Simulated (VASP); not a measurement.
# B4MoRu (F-43m) in VASP: further runs

The runs below take B4MoRu through relaxation of cell and atoms, single point, with PBE.

Program: VASP 6.6.1. These are calculated values, not measurements. Logs are shortened: lines on timing, memory, paths and dates and some standing lists are left out, and cuts for length are marked.

### Step 1. The cell of the first run

It takes space group F-43m (No. 216, cubic). The conventional cell has a = 6.486 Å, b = 6.486 Å, c = 6.486 Å, α = 90.00°, β = 90.00°, γ = 90.00°. Within 2.1 Å of B (site symmetry 3m) lie 3 B at 1.55 Å and 1 Mo at 1.86 Å. Mo (site symmetry -43m) has 4 B at 1.86 Å within 2.5 Å. Within 3.7 Å of Ru (site symmetry -43m) lie 12 B at 2.80 Å and 4 Mo at 2.81 Å.

The cell was built from a structure type or drawn by symmetry, and may not be a known phase.

### Step 2. Relaxation of cell and atoms, PBE

INCAR

```
ALGO     = Normal         # electronic algorithm
EDIFF    = 1E-6           # SCF threshold, eV
EDIFFG   = -0.04          # ionic threshold
ENCUT    = 600            # plane-wave cutoff, eV
GGA      = PE             # functional
IBRION   = 2              # ionic algorithm
ISIF     = 3              # what is computed and relaxed
ISMEAR   = 0              # smearing method
LASPH    = T              # aspherical terms in the spheres
LCHARG   = F              # write CHGCAR
LREAL    = F              # projectors in reciprocal space
LWAVE    = F              # write WAVECAR
NELM     = 100            # most SCF steps
NSW      = 90             # ionic steps
PREC     = Accurate       # precision mode
SIGMA    = 0.1            # smearing width, eV
```

KPOINTS

```
k-points
0
Gamma
  4 4 4
```

POSCAR

```
B4MoRu
1.0
    0.0000000000      3.2427926400      3.2427926400
    3.2427926400      0.0000000000      3.2427926400
    3.2427926400      3.2427926400      0.0000000000
B Mo Ru
4 1 1
Direct
    0.0842750700      0.0842750700      0.0842750700
    0.0842750700      0.0842750700      0.7471747900
    0.0842750700      0.7471747900      0.0842750700
    0.7471747900      0.0842750700      0.0842750700
    0.2500000000      0.2500000000      0.2500000000
    0.5000000000      0.5000000000      0.5000000000
```

Potentials or basis: VASP PAW PBE potentials, release 64 (B, Mo_sv, Ru_pv).

Started as:

```bash
$ cat potpaw_PBE.64/B/POTCAR potpaw_PBE.64/Mo_sv/POTCAR potpaw_PBE.64/Ru_pv/POTCAR > POTCAR
$ mpirun -np 1 vasp_std > vasp.out
```

OUTCAR:

```text
EDIFF = 1E-6
   EDIFFG = -0.04
   ENCUT = 600
   GGA = PE
   IBRION = 2
   ISIF = 3
   ISMEAR = 0
   LASPH = T
   LREAL = F
   NELM = 100
   NSW = 90
   PREC = Accurate

 ion  position               nearest neighbor table
   1  0.084  0.084  0.084-   2 1.55   3 1.55   4 1.55   5 1.86
   2  0.084  0.084  0.747-   1 1.55   3 1.55   4 1.55   5 1.86
   3  0.084  0.747  0.084-   1 1.55   2 1.55   4 1.55   5 1.86
   4  0.747  0.084  0.084-   1 1.55   2 1.55   3 1.55   5 1.86
   5  0.250  0.250  0.250-   2 1.86   3 1.86   4 1.86   1 1.86   6 2.81   6 2.81   6 2.81   6 2.81

   6  0.500  0.500  0.500-   5 2.81   5 2.81   5 2.81   5 2.81

  LATTYP: Found a face centered cubic cell.
 ALAT       =     6.4855852800

  Lattice vectors:

 A1 = (   0.0000000000,   3.2427926400,   3.2427926400)
 A2 = (   3.2427926400,   0.0000000000,   3.2427926400)
 A3 = (   3.2427926400,   3.2427926400,   0.0000000000)

Analysis of symmetry for initial positions (statically):
=====================================================================
 Subroutine PRICEL returns:
 Original cell was already a primitive cell.

 Routine SETGRP: Setting up the symmetry group for a
 face centered cubic supercell.

 Subroutine GETGRP returns: Found 24 space group operations
 (whereof 24 operations were pure point group operations)
 out of a pool of 48 trial point group operations.

The static configuration has the point symmetry T_d .

Analysis of symmetry for dynamics (positions and initial velocities):
=====================================================================
 Subroutine PRICEL returns:
 Original cell was already a primitive cell.

 Routine SETGRP: Setting up the symmetry group for a
 face centered cubic supercell.

 Subroutine GETGRP returns: Found 24 space group operations
 (whereof 24 operations were pure point group operations)
 out of a pool of 48 trial point group operations.

The dynamic configuration has the point symmetry T_d .

 Subroutine INISYM returns: Found 24 space group operations
 (whereof 24 operations are pure point group operations),
 and found     1 'primitive' translations

----------------------------------------------------------------------------------------

                                     Primitive cell

  volume of cell :      68.2005

  direct lattice vectors                    reciprocal lattice vectors
     0.000000000  3.242792640  3.242792640    -0.154188089  0.154188089  0.154188089
     3.242792640  0.000000000  3.242792640     0.154188089 -0.154188089  0.154188089
     3.242792640  3.242792640  0.000000000     0.154188089  0.154188089 -0.154188089

  length of vectors
     4.586001331  4.586001331  4.586001331     0.267061604  0.267061604  0.267061604

  position of ions in fractional coordinates (direct lattice)
     0.084275070  0.084275070  0.084275070
     0.084275070  0.084275070  0.747174790
     0.084275070  0.747174790  0.084275070
     0.747174790  0.084275070  0.084275070
     0.250000000  0.250000000  0.250000000
     0.500000000  0.500000000  0.500000000

  ion indices of the primitive-cell ions
   primitive index   ion index
                 1           1
                 2           2
                 3           3
                 4           4
                 5           5
                 6           6

----------------------------------------------------------------------------------------

 KPOINTS: k-points

Automatic generation of k-mesh.
 Grid dimensions read from file:
 generate k-points for:    4    4    4

 Generating k-lattice:

  Cartesian coordinates                     Fractional coordinates (reciprocal lattice)
    -0.038547022  0.038547022  0.038547022     0.250000000  0.000000000  0.000000000
     0.038547022 -0.038547022  0.038547022     0.000000000  0.250000000  0.000000000
     0.038547022  0.038547022 -0.038547022     0.000000000  0.000000000  0.250000000

  Length of vectors
     0.066765401  0.066765401  0.066765401

  Shift w.r.t. Gamma in fractional coordinates (k-lattice)
     0.000000000  0.000000000  0.000000000

 Subroutine IBZKPT returns following result:
 ===========================================

 Found      8 irreducible k-points:

 Following reciprocal coordinates:
            Coordinates               Weight
  0.000000  0.000000  0.000000      1.000000
  0.250000  0.000000  0.000000      8.000000
  0.500000  0.000000  0.000000      4.000000
  0.250000  0.250000  0.000000      6.000000
  0.500000  0.250000  0.000000     24.000000
 -0.250000  0.250000  0.000000     12.000000
  0.500000  0.500000  0.000000      3.000000
 -0.250000  0.500000  0.250000      6.000000
   k-points           NKPTS =      8   k-points in BZ     NKDIM =      8   number of bands    NBANDS=     24
   number of dos      NEDOS =    301   number of ions     NIONS =      6
   total plane-waves  NPLWV =  64000
   dimension x,y,z NGX =    40 NGY =   40 NGZ =   40
   dimension x,y,z NGXF=    80 NGYF=   80 NGZF=   80
   ions per type =               4   1   1
   NGX,Y,Z   is equivalent  to a cutoff of  14.50, 14.50, 14.50 a.u.
   NGXF,Y,Z  is equivalent  to a cutoff of  29.00, 29.00, 29.00 a.u.
 SYSTEM =  unknown system
   PREC   = accura    normal or accurate (medium, high low for compatibility)
   ISTART =      0    job   : 0-new  1-cont  2-samecut
   ICHARG =      2    charge: 1-file 2-atom 10-const
   ISPIN  =      1    spin polarized calculation?
   LNONCOLLINEAR =      F non collinear calculations
   LSORBIT =      F    spin-orbit coupling
   LASPH  =      T    aspherical Exc in radial PAW
   ENCUT  =  600.0 eV  44.10 Ry    6.64 a.u.   9.16  9.16  9.16*2*pi/ulx,y,z
   NELM   =    100;   NELMIN=  2; NELMDL= -5     # of ELM steps
   EDIFF  = 0.1E-05   stopping-criterion for ELM
   LREAL  =      F    real-space projection
   EDIFFG = -.4E-01   stopping-criterion for IOM
   NSW    =     90    number of steps for IOM
   IBRION =      2    ionic relax: 0-MD 1-quasi-New 2-CG
   NFREE  =      1    steps in history (QN), initial steepest desc. (CG)
   ISIF   =      3    stress and relaxation
   ISYM   =      2    0-nonsym 1-usesym 2-fastsym
   POTIM  = 0.5000    time-step for ionic-motion
   TEBEG  =    0.0;   TEEND  =   0.0 temperature during run
   PSTRESS=    0.0 pullay stress
   NELECT =      40.0000    total number of electrons
   NUPDOWN=      -1.0000    fix difference up-down
   EMIN   =  10.00;   EMAX   =-10.00  energy-range for DOS
   EFERMI =   0.00;   METHOD = LEGACY
   ISMEAR =     0;   SIGMA  =   0.10  broadening in eV -4-tet -1-fermi 0-gaus
   EFERMI_NEDOS =   21; number of points for ismear=-14 and -15
   IALGO  =     38    algorithm
   IMIX   =      4    mixing-type and parameters
     AMIX     =   0.40;   BMIX     =  1.00
     AMIX_MAG =   1.60;   BMIX_MAG =  1.00
  volume/ion in A,a.u.               =      11.37        76.71
  Fermi-wavevector in a.u.,A,eV,Ry     =   1.370353  2.589591 25.549920  1.877866
  Thomas-Fermi vector in A             =   2.496146
   LORBIT       =      0    0 simple, 1 ext, 2 COOP (PROOUT), +10 PAW based schemes
   GGA     = PE    functional components
   LHFCALC =     F    Hartree Fock is set to
   AEXX    =    0.0000 exact exchange contribution
   IVDW    =     0    specifies the selected vdW correction
   LEPSILON=     F    determine dielectric tensor
   LRPA    =     F    only Hartree local field effects (RPA)
 conjugate gradient relaxation of ions
 non-spin polarized calculation
 Gauss-broadening in eV      SIGMA  =   0.10
  energy-cutoff  :      600.00
  volume of cell :       68.20
 maximum number of plane-waves:      2284
 NGX is ok and might be reduce to    40
   NGX = 19   NGY = 19   NGZ = 19

--------------------------------------- Ionic step        1  -------------------------------------------

 number of electron      40.0000002 magnetization

 Free energy of the ion-electron system (eV)
  ---------------------------------------------------
  ext. energy  EPLUGINS =         0.00000000
  ---------------------------------------------------
  free energy    TOTEN  =       -36.15294302 eV

  energy without entropy =      -36.12294026  energy(sigma->0) =      -36.13794164

------------------------ aborting loop because EDIFF is reached ----------------------------------------

  FORCE on cell =-STRESS in cart. coord.  units (eV):
  Direction    XX          YY          ZZ          XY          YZ          ZX
  --------------------------------------------------------------------------------------
  -------------------------------------------------------------------------------------
  Total       19.7933924     19.7933924     19.7933924      0.0000000      0.0000000      0.0000000
  in kB      464.9896501    464.9896501    464.9896501      0.0000000      0.0000000      0.0000000
  external PRESSURE =     464.9896501 kB  Pullay stress =       0.0000000 kB
[... 25 lines left out ...]
  energy  without entropy=      -36.1229402581  energy(sigma->0) =      -36.13794164

--------------------------------------- Ionic step        2  -------------------------------------------

 number of electron      40.0000006 magnetization

 E-fermi :   2.7995     XC(G=0):  -9.4451

 val. band max:        2.7438992805   @ k =  -0.2500   0.5000   0.2500
 cond. band min:       2.8168306571   @ k =   0.2500   0.2500   0.0000
 fundamental gap:      0.0729313766
 Fermi energy:         2.7994639803

 k-point     1 :       0.0000    0.0000    0.0000
  band No.  band energies     occupation
      1     -57.4621      2.00000
      2     -39.1828      2.00000
      3     -39.1828      2.00000
      4     -39.1828      2.00000
      5     -31.6348      2.00000
      6     -31.6348      2.00000
[... 282 lines left out ...]
  energy  without entropy=      -38.1622717504  energy(sigma->0) =      -38.18045075

--------------------------------------- Ionic step        4  -------------------------------------------

 number of electron      40.0000001 magnetization

 E-fermi :   3.7632     XC(G=0):  -9.9628

 val. band max:        3.7550017369   @ k =   0.2500   0.2500   0.0000
 cond. band min:       3.7938882236   @ k =  -0.2500   0.2500   0.0000
 fundamental gap:      0.0388864867
 Fermi energy:         3.7632437483

 k-point     1 :       0.0000    0.0000    0.0000
  band No.  band energies     occupation
      1     -56.6487      2.00000
      2     -38.2667      2.00000
      3     -38.2667      2.00000
      4     -38.2667      2.00000
      5     -30.7883      2.00000
      6     -30.7883      2.00000
[... 362 lines left out ...]
  energy  without entropy=      -38.3868511053  energy(sigma->0) =      -38.40442023

--------------------------------------- Ionic step        8  -------------------------------------------

 number of electron      39.9999999 magnetization

 Free energy of the ion-electron system (eV)
  ---------------------------------------------------
  ext. energy  EPLUGINS =         0.00000000
  ---------------------------------------------------
  free energy    TOTEN  =       -38.42411418 eV

  energy without entropy =      -38.38853265  energy(sigma->0) =      -38.40632341

 E-fermi :   4.3488     XC(G=0): -10.2782

 val. band max:        4.3417699306   @ k =  -0.2500   0.2500   0.0000
 cond. band min:       4.4424507452   @ k =  -0.2500   0.5000   0.2500
 fundamental gap:      0.1006808146
 Fermi energy:         4.3487851570

 k-point     1 :       0.0000    0.0000    0.0000
  band No.  band energies     occupation
      1     -55.8176      2.00000
      2     -37.7940      2.00000
      3     -37.7940      2.00000
      4     -37.7940      2.00000
      5     -30.0379      2.00000
      6     -30.0379      2.00000
[... 238 lines left out ...]
  FREE ENERGIE OF THE ION-ELECTRON SYSTEM (eV)
  ---------------------------------------------------
  free  energy   TOTEN  =       -38.4241141764 eV

  energy  without entropy=      -38.3885326471  energy(sigma->0) =      -38.40632341

 reached required accuracy - stopping structural energy minimisation
```

It took 2 min on 1 thread of Intel Xeon 6975P-C (Granite Rapids), shared host; peak memory 0.25 GiB.

What came out:

| Property | Result |
| --- | --- |
| Free energy | -38.4241 eV |
| Relaxed volume | 14.48 Å³/atom |
| Relaxed cell | a = 4.972 Å, b = 4.972 Å, c = 4.972 Å, α = 60.00°, β = 60.00°, γ = 60.00° |
| Space group after relaxing (to 0.1 Å) | F-43m (No. 216) |
| Energy gained by relaxing | 378.5 meV/atom |
| Ionic steps | 8 |
| Pressure after relaxing | -0.1 GPa |
| Largest force after relaxing | 0.029 eV/Å |
| Band gap on the k mesh | zero (bands 20 and 21 overlap by 0.20 eV) |

Forces on the atoms (eV/Å):
```
B    0.017  0.017  0.017
B   -0.017 -0.017  0.017
B   -0.017  0.017 -0.017
B    0.017 -0.017 -0.017
Mo   0.000  0.000  0.000
Ru   0.000  0.000  0.000
```

Step by step:
| step | energy change (eV) | largest force (eV/Å) | pressure (GPa) | volume (Å³) |
| --- | --- | --- | --- | --- |
| 1 | 0.0000 | 1.9734 | 46.50 | 68.20 |
| 2 | -0.4344 | 2.8890 | -15.47 | 106.22 |
| 3 | -2.0457 | 2.3669 | 3.00 | 84.89 |
| 4 | -1.9167 | 2.5081 | -5.24 | 92.60 |
| 5 | -2.2626 | 0.1700 | -1.81 | 88.17 |
| 6 | -2.2628 | 0.2215 | -1.73 | 88.09 |
| 7 | -2.2690 | 0.1626 | 0.78 | 86.30 |
| 8 | -2.2712 | 0.0287 | -0.07 | 86.89 |

Final structure:
```xyz
6
Lattice="0.0000 3.5155 3.5155 3.5155 0.0000 3.5155 3.5155 3.5155 0.0000" Properties=species:S:1:pos:R:3 pbc="T T T"
B     0.5995    0.5995    0.5995
B     2.9159    2.9159    0.5995
B     2.9159    0.5995    2.9159
B     0.5995    2.9159    2.9159
Mo    1.7577    1.7577    1.7577
Ru    3.5155    3.5155    3.5155
```

Levels at points of the mesh, in eV from the Fermi level:
```
           k point  band 16  band 17  band 18  band 19  band 20  band 21  band 22  band 23  band 24
(0.00, 0.00, 0.00)    -1.73    -1.73    -0.40    -0.40    -0.40     0.60     0.60     3.71     3.71
(0.50, 0.00, 0.00)    -1.27    -1.27    -0.75    -0.75    -0.34    -0.09    -0.09     1.94     1.94
(0.50, 0.50, 0.00)    -2.35    -1.56    -0.55    -0.55    -0.55    -0.10     0.43     1.77     2.70
```

Caveat: the k points lie up to 0.39 Å⁻¹ apart in the final cell; the volume moved by over 15 % at a fixed basis, so the end points are rough.

(Continued in part 2 of 2.)
